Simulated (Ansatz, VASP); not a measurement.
# Two plane-wave programs on Zr2BW5

The input INCAR:

```
ALGO = Fast
EDIFF = 1E-6
ENCUT = 520
GGA = PE
ISIF = 2
ISMEAR = 0
LASPH = True
LCHARG = True
LELF = True
LREAL = False
LVHAR = True
LWAVE = False
NBANDS = 58
NELM = 100
PREC = Accurate
SIGMA = 0.2
```

Contents of KPOINTS:

```
k-points
0
Gamma
  8 8 8
```

POSCAR

```
Zr2BW5
1.0
    0.0000000000     -3.1630083091      0.0000000000
    3.1630083091      0.0000000000      0.0000000000
   -1.5815041545      1.5815041545     13.3130488579
Zr B W
2 1 5
Direct
    0.4085184106      0.4085184106      0.8170368213
    0.5914815894      0.5914815894      0.1829631787
    0.5000000000      0.5000000000      0.0000000000
    0.8382528684      0.8382528684      0.6765057368
    0.2814756270      0.2814756270      0.5629512540
    1.0000000000      0.0000000000      1.0000000000
    0.1617471316      0.1617471316      0.3234942632
    0.7185243730      0.7185243730      0.4370487460
```

Input for Ansatz:

```yaml
crystal:
  lattice:
    - [0.0, -3.1630083091, 0.0]
    - [3.1630083091, 0.0, 0.0]
    - [-1.5815041545, 1.5815041545, 13.3130488579]
  atoms:
    - { symbol: Zr, position: [0.4085184106, 0.4085184106, 0.8170368213] }
    - { symbol: Zr, position: [0.5914815894, 0.5914815894, 0.1829631787] }
    - { symbol: B, position: [0.5, 0.5, 0.0] }
    - { symbol: W, position: [0.8382528684, 0.8382528684, 0.6765057368] }
    - { symbol: W, position: [0.281475627, 0.281475627, 0.562951254] }
    - { symbol: W, position: [1.0, 0.0, 1.0] }
    - { symbol: W, position: [0.1617471316, 0.1617471316, 0.3234942632] }
    - { symbol: W, position: [0.718524373, 0.718524373, 0.437048746] }
basis:
  ecutwfc: 420
kpoints:
  mp_grid: { grid: [8, 8, 8] }
hamiltonian:
  xc: pbe
scf:
  occupations: { method: gaussian, width: 0.2 }
  lower_state_search: "off"
output:
  forces: true
  stress: true
  eigenvalues: true
```

Alike in both runs: task single point; functional PBE; k mesh 8 × 8 × 8; occupations gaussian, width 0.2 eV; no spin polarisation.

```csv
,VASP,Ansatz
version,VASP 6.6.1,Ansatz 0.2.0
potentials or method,"VASP PAW PBE potentials, release 64 (Zr_sv, B, W_sv), cutoff 520 eV","scalar-relativistic, plane waves, PAW"
valence electrons in the cell,97,97
```

|  | VASP | Ansatz | Ansatz less VASP |
| --- | --- | --- | --- |
| gap on the k mesh at the Fermi level (eV) | none | none | - |
| pressure (GPa) | 0.4 | 0.1 | -0.31 |
| traceless stress, the component that is largest in VASP (GPa) | 0.21 | 0.23 | +0.016 |
| rms of the force components (eV/Å) | 0.020 | 0.013 | -0.0076 |

Atom by atom the forces differ by 0.012 eV/Å (rms over components). A gap of «none» marks a metal or a gap that the smearing closes. The functional is the same, so the differences come from potentials, cutoffs and numerics.

Neither program's run includes spin-orbit coupling.
